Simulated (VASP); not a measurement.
# CuBr2N2 (C2/m) in VASP: single point with PBE

Aim: the single point of CuBr2N2 with PBE.

Program: VASP 6.6.1. These are calculated values, not measurements. Logs are shortened: lines on timing, memory, paths and dates and some standing lists are left out, and cuts for length are marked.

### Step 1. The cell of the first run

The structure is monoclinic, space group C2/m (No. 12). The conventional cell has a = 7.674 Å, b = 7.775 Å, c = 4.031 Å, α = 90.00°, β = 100.55°, γ = 90.00°. Cu (site symmetry 2/m) has 2 N at 1.87 Å and 2 Br at 2.31 Å within 2.5 Å. Br (site symmetry m) has 1 Cu at 2.31 Å and 2 N at 2.97 Å within 3.0 Å. N (site symmetry 2) has 1 Cu at 1.87 Å within 2.5 Å.

### Step 2. Single point, PBE, collinear spin, ferromagnetic start

INCAR reads:

```
PREC = Accurate
ENCUT = 520
EDIFF = 1E-6
ISMEAR = 0
SIGMA = 0.1
LREAL = False
LASPH = True
NELM = 150
ALGO = Normal
ISIF = 2
LWAVE = False
LCHARG = False
ISPIN = 2
MAGMOM = 0 0 0 1 1
LORBIT = 11
LMAXMIX = 4
GGA = PE
NBANDS = 30
```

KPOINTS reads:

```
regular mesh
0
Gamma
  4 4 4
```

POSCAR reads:

```
CuBr2N2
1.0
    3.8371950000     -3.8872890000      0.0000000000
    3.8371950000      3.8872890000      0.0000000000
   -0.7380830000      0.0000000000      3.9625100000
Cu Br N
1 2 2
Direct
    0.0000000000      0.0000000000      0.0000000000
    0.7527280000      0.7527280000      0.5777260000
    0.2472720000      0.2472720000      0.4222740000
    0.2410870000      0.7589130000      0.0000000000
    0.7589130000      0.2410870000      0.0000000000
```

Potentials or basis: VASP PAW PBE potentials, release 64 (Cu, Br, N).

Run with:

```console
> cat potpaw_PBE.64/Cu/POTCAR potpaw_PBE.64/Br/POTCAR potpaw_PBE.64/N/POTCAR > POTCAR
> mpirun -np 1 vasp_std > vasp.out
```

OUTCAR:

```text
PREC = Accurate
   ENCUT = 520
   EDIFF = 1E-6
   ISMEAR = 0
   LREAL = False
   LASPH = True
   NELM = 150
   ISIF = 2
   ISPIN = 2
   LORBIT = 11
   GGA = PE

 ion  position               nearest neighbor table
   1  0.000  0.000  0.000-   4 1.87   5 1.87   2 2.31   3 2.31
   2  0.753  0.753  0.578-   1 2.31
   3  0.247  0.247  0.422-   1 2.31
   4  0.241  0.759  0.000-   1 1.87
   5  0.759  0.241  0.000-   1 1.87

  LATTYP: Found a base centered monoclinic cell.
 ALAT       =     7.6743900000
 B/A-ratio  =     1.0130548487
 C/A-ratio  =     0.5252096866
 COS(beta)  =    -0.1831169768

  Lattice vectors:

 A1 = (   3.8371950000,  -3.8872890000,   0.0000000000)
 A2 = (   3.8371950000,   3.8872890000,   0.0000000000)
 A3 = (  -0.7380830000,   0.0000000000,   3.9625100000)

Analysis of symmetry for initial positions (statically):
=====================================================================
 Subroutine PRICEL returns:
 Original cell was already a primitive cell.

 Routine SETGRP: Setting up the symmetry group for a
 base centered monoclinic supercell.

 Subroutine GETGRP returns: Found  4 space group operations
 (whereof  4 operations were pure point group operations)
 out of a pool of  4 trial point group operations.

The static configuration has the point symmetry C_2h.

Analysis of symmetry for dynamics (positions and initial velocities):
=====================================================================
 Subroutine PRICEL returns:
 Original cell was already a primitive cell.

 Routine SETGRP: Setting up the symmetry group for a
 base centered monoclinic supercell.

 Subroutine GETGRP returns: Found  4 space group operations
 (whereof  4 operations were pure point group operations)
 out of a pool of  4 trial point group operations.

The dynamic configuration has the point symmetry C_2h.

Analysis of structural, dynamic, and magnetic symmetry:
=====================================================================
 Subroutine PRICEL returns:
 Original cell was already a primitive cell.

 Routine SETGRP: Setting up the symmetry group for a
 base centered monoclinic supercell.

 Subroutine GETGRP returns: Found  4 space group operations
 (whereof  4 operations were pure point group operations)
 out of a pool of  4 trial point group operations.

The overall configuration has the point symmetry C_2h.

 Subroutine INISYM returns: Found  4 space group operations
 (whereof  4 operations are pure point group operations),
 and found     1 'primitive' translations

----------------------------------------------------------------------------------------

                                     Primitive cell

  volume of cell :     118.2119

  direct lattice vectors                    reciprocal lattice vectors
     3.837195000 -3.887289000  0.000000000     0.130303516 -0.128624345  0.024271184
     3.837195000  3.887289000  0.000000000     0.130303516  0.128624345  0.024271184
    -0.738083000  0.000000000  3.962510000     0.000000000  0.000000000  0.252365294

  length of vectors
     5.462149873  5.462149873  4.030663967     0.184695205  0.184695205  0.252365294

  position of ions in fractional coordinates (direct lattice)
     0.000000000  0.000000000  0.000000000
     0.752728000  0.752728000  0.577726000
     0.247272000  0.247272000  0.422274000
     0.241087000  0.758913000  0.000000000
     0.758913000  0.241087000  0.000000000

  ion indices of the primitive-cell ions
   primitive index   ion index
                 1           1
                 2           2
                 3           3
                 4           4
                 5           5

----------------------------------------------------------------------------------------

 KPOINTS: regular mesh

Automatic generation of k-mesh.
 Grid dimensions read from file:
 generate k-points for:    4    4    4

 Generating k-lattice:

  Cartesian coordinates                     Fractional coordinates (reciprocal lattice)
     0.032575879 -0.032156086  0.006067796     0.250000000  0.000000000  0.000000000
     0.032575879  0.032156086  0.006067796     0.000000000  0.250000000  0.000000000
     0.000000000  0.000000000  0.063091323     0.000000000  0.000000000  0.250000000

  Length of vectors
     0.046173801  0.046173801  0.063091323

  Shift w.r.t. Gamma in fractional coordinates (k-lattice)
     0.000000000  0.000000000  0.000000000

 Subroutine IBZKPT returns following result:
 ===========================================

 Found     24 irreducible k-points:

 Following reciprocal coordinates:
            Coordinates               Weight
  0.000000  0.000000  0.000000      1.000000
  0.250000  0.000000  0.000000      4.000000
  0.500000  0.000000  0.000000      2.000000
  0.250000  0.250000  0.000000      2.000000
  0.500000  0.250000  0.000000      4.000000
 -0.250000  0.250000  0.000000      2.000000
[... 16 lines left out ...]
 -0.250000  0.250000  0.500000      2.000000
  0.500000  0.500000  0.500000      1.000000
   k-points           NKPTS =     24   k-points in BZ     NKDIM =     24   number of bands    NBANDS=     30
   number of dos      NEDOS =    301   number of ions     NIONS =      5
   total plane-waves  NPLWV =  52920
   dimension x,y,z NGX =    42 NGY =   42 NGZ =   30
   dimension x,y,z NGXF=    84 NGYF=   84 NGZF=   60
   ions per type =               1   2   2
   NGX,Y,Z   is equivalent  to a cutoff of  12.78, 12.78, 12.37 a.u.
   NGXF,Y,Z  is equivalent  to a cutoff of  25.57, 25.57, 24.75 a.u.
 SYSTEM =  unknown system
   PREC   = accura    normal or accurate (medium, high low for compatibility)
   ISTART =      0    job   : 0-new  1-cont  2-samecut
   ICHARG =      2    charge: 1-file 2-atom 10-const
   ISPIN  =      2    spin polarized calculation?
   LNONCOLLINEAR =      F non collinear calculations
   LSORBIT =      F    spin-orbit coupling
   LASPH  =      T    aspherical Exc in radial PAW
   ENCUT  =  520.0 eV  38.22 Ry    6.18 a.u.  10.16 10.16  7.49*2*pi/ulx,y,z
   NELM   =    150;   NELMIN=  2; NELMDL= -5     # of ELM steps
   EDIFF  = 0.1E-05   stopping-criterion for ELM
   LREAL  =      F    real-space projection
   EDIFFG = 0.1E-04   stopping-criterion for IOM
   NSW    =      0    number of steps for IOM
   IBRION =     -1    ionic relax: 0-MD 1-quasi-New 2-CG
   NFREE  =      0    steps in history (QN), initial steepest desc. (CG)
   ISIF   =      2    stress and relaxation
   ISYM   =      2    0-nonsym 1-usesym 2-fastsym
   POTIM  = 0.5000    time-step for ionic-motion
   TEBEG  =    0.0;   TEEND  =   0.0 temperature during run
   PSTRESS=    0.0 pullay stress
   NELECT =      35.0000    total number of electrons
   NUPDOWN=      -1.0000    fix difference up-down
   EMIN   =  10.00;   EMAX   =-10.00  energy-range for DOS
   EFERMI =   0.00;   METHOD = LEGACY
   ISMEAR =     0;   SIGMA  =   0.10  broadening in eV -4-tet -1-fermi 0-gaus
   EFERMI_NEDOS =   21; number of points for ismear=-14 and -15
   IALGO  =     38    algorithm
   IMIX   =      4    mixing-type and parameters
     AMIX     =   0.40;   BMIX     =  1.00
     AMIX_MAG =   1.60;   BMIX_MAG =  1.00
  volume/ion in A,a.u.               =      23.64       159.55
  Fermi-wavevector in a.u.,A,eV,Ry     =   1.091132  2.061940 16.198665  1.190568
  Thomas-Fermi vector in A             =   2.227371
   LORBIT       =     11    0 simple, 1 ext, 2 COOP (PROOUT), +10 PAW based schemes
   GGA     = PE    functional components
   LHFCALC =     F    Hartree Fock is set to
   AEXX    =    0.0000 exact exchange contribution
   IVDW    =     0    specifies the selected vdW correction
   LEPSILON=     F    determine dielectric tensor
   LRPA    =     F    only Hartree local field effects (RPA)
 spin polarized calculation
 Gauss-broadening in eV      SIGMA  =   0.10
  energy-cutoff  :      520.00
  volume of cell :      118.21
 maximum number of plane-waves:      3202
 NGX is ok and might be reduce to    42
   NGX = 21   NGY = 21   NGZ = 15

 number of electron      34.9999996 magnetization       4.9972905

 Free energy of the ion-electron system (eV)
  ---------------------------------------------------
  ext. energy  EPLUGINS =         0.00000000
  ---------------------------------------------------
  free energy    TOTEN  =       -15.20348767 eV

  energy without entropy =      -15.20257324  energy(sigma->0) =      -15.20303046

 E-fermi :  -0.4190     XC(G=0):  -8.2634

 val. band max:       -0.5302944343   @ k =   0.5000   0.5000   0.0000
 cond. band min:      -0.3519844987   @ k =   0.5000   0.5000   0.0000
 fundamental gap:      0.1783099356
 Fermi energy:        -0.4189576682

 spin component 1

 k-point     1 :       0.0000    0.0000    0.0000
  band No.  band energies     occupation
      1     -15.1523      1.00000
      2     -14.0542      1.00000
      3     -14.0526      1.00000
      4     -13.6882      1.00000
      5      -5.1238      1.00000
      6      -4.9409      1.00000
[... 735 lines left out ...]
      6      -4.9234      1.00000
[... 21 lines left out ...]
     28      11.3285      0.00000
     29      11.5965      0.00000
 Fermi energy:        -0.4189576682

 spin component 2

 k-point     1 :       0.0000    0.0000    0.0000
  band No.  band energies     occupation
      1     -14.3882      1.00000
      2     -13.8258      1.00000
      3     -11.2226      1.00000
      4     -10.7953      1.00000
      5      -4.7373      1.00000
      6      -4.2510      1.00000
[... 735 lines left out ...]
      6      -4.2488      1.00000
[... 21 lines left out ...]
     28      11.5754      0.00000
     29      11.9620      0.00000
 [bands above 29 left out]

------------------------ aborting loop because EDIFF is reached ----------------------------------------

  FORCE on cell =-STRESS in cart. coord.  units (eV):
  Direction    XX          YY          ZZ          XY          YZ          ZX
  --------------------------------------------------------------------------------------
  -------------------------------------------------------------------------------------
  Total       -0.1755456      0.4498337      0.0026550      0.0000000      0.0000000     -0.0743431
  in kB       -2.3792471      6.0967932      0.0359846      0.0000000      0.0000000     -1.0076043
  external PRESSURE =       1.2511769 kB  Pullay stress =       0.0000000 kB

 VOLUME and BASIS-vectors are now :
 -----------------------------------------------------------------------------
  energy-cutoff  :      520.00
  volume of cell :      118.21
      direct lattice vectors                 reciprocal lattice vectors
     3.837195000 -3.887289000  0.000000000     0.130303516 -0.128624345  0.024271184
     3.837195000  3.887289000  0.000000000     0.130303516  0.128624345  0.024271184
    -0.738083000  0.000000000  3.962510000     0.000000000  0.000000000  0.252365294

 POSITION                                       TOTAL-FORCE (eV/Angst)
 -----------------------------------------------------------------------------------
      0.00000      0.00000      0.00000        -0.000000     -0.000000     -0.000000
      5.35032      0.00000      2.28925        -0.033327      0.000000      0.059973
      1.58599      0.00000      1.67326         0.033327      0.000000     -0.059973
      3.83719      2.01294      0.00000        -0.000000     -0.130078     -0.000000
      3.83719     -2.01294      0.00000         0.000000      0.130078     -0.000000
 -----------------------------------------------------------------------------------
    total drift:                                0.000000     -0.000000     -0.000000

  FREE ENERGIE OF THE ION-ELECTRON SYSTEM (eV)
  ---------------------------------------------------
  free  energy   TOTEN  =       -15.2034876705 eV

  energy  without entropy=      -15.2025732420  energy(sigma->0) =      -15.20303046

 total charge

# of ion       s       p       d       tot
------------------------------------------
    1        0.463   0.473   9.077  10.014
    2        1.624   3.146   0.019   4.789
    3        1.624   3.146   0.019   4.789
    4        1.354   1.998   0.000   3.352
    5        1.354   1.998   0.000   3.352
--------------------------------------------------
tot          6.420  10.762   9.114  26.296

 magnetization (x)

# of ion       s       p       d       tot
------------------------------------------
    1       -0.002   0.057   0.046   0.101
    2        0.012   0.205   0.001   0.218
    3        0.012   0.205   0.001   0.218
    4        0.035   1.473   0.000   1.508
    5        0.035   1.473   0.000   1.508
--------------------------------------------------
tot          0.091   3.412   0.048   3.552
```

Run time: 4.2 min. Hardware: 1 thread of Intel Xeon Platinum 8559C (Emerald Rapids), shared host; peak memory 0.34 GiB.

What came out:

```
Free energy                                           : -15.2035 eV
Pressure                                              : 0.1 GPa
Largest force                                         : 0.130 eV/Å
Band gap on the k mesh                                : 0.18 eV
Net moment                                            : 5.00 μB per cell
Site moments                                          : Cu +0.10; Br +0.22; N +1.51 μB
Valence electrons inside the program's atomic spheres : Cu 10.01; Br 4.79; N 3.35
```

Forces in eV/Å, atoms in the order of the input:
```
Cu   0.000  0.000  0.000
Br  -0.033  0.000  0.060
Br   0.033  0.000 -0.060
N    0.000 -0.130  0.000
N    0.000  0.130  0.000
```

Stress tensor (GPa, compression positive):
```
-0.24  0.00 -0.10
 0.00  0.61  0.00
-0.10  0.00  0.00
```

Caveat: a cell with one magnetic atom can't hold antiferromagnetic order, which such compounds often take.
